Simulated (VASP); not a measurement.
NaCl, 2 atoms in the cell. Symmetry: Fm-3m, No. 225, cubic system. The conventional cell has a = 5.602 Å, b = 5.602 Å, c = 5.602 Å, α = 90.00°, β = 90.00°, γ = 90.00°. Within 3.7 Å of Na (site symmetry m-3m) lie 6 Cl at 2.80 Å. Within 3.7 Å of Cl (site symmetry m-3m) lie 6 Na at 2.80 Å. 

```yaml
Program: VASP 6.6.1
Task: relaxation of cell and atoms
Functional: PBEsol
Potentials_or_basis: VASP PAW PBE potentials, release 64 (Na_pv, Cl)
Cutoff: 600 eV
k_mesh: 8 × 8 × 8
Occupations: gaussian, width 0.01 eV
Spin: no spin polarisation
Target_pressure: 15 GPa
Dipole_correction: no
Further_INCAR_settings: ALGO = Normal; EDIFF = 1e-06; IBRION = 2; EDIFFG = -0.002; NSW = 100; ISIF = 3
```

Potentials or basis: VASP PAW PBE potentials, release 64 (Na_pv, Cl).

Run with:

```console
$ cat potpaw_PBE.64/Na_pv/POTCAR potpaw_PBE.64/Cl/POTCAR > POTCAR
$ mpirun -np 1 vasp_std > vasp.out
```

Hardware: 1 thread of Intel(R) Xeon(R) Platinum 8259CL CPU @ 2.50GHz (Skylake/Cascade Lake), with other jobs on the host.

How long does it take, and how much memory?

Wall time 75 s on 1 thread of Intel(R) Xeon(R) Platinum 8259CL CPU @ 2.50GHz (Skylake/Cascade Lake) (shared host), peak memory 0.18 GiB. Counts: scf iterations 74, k points 29, ion steps 16.
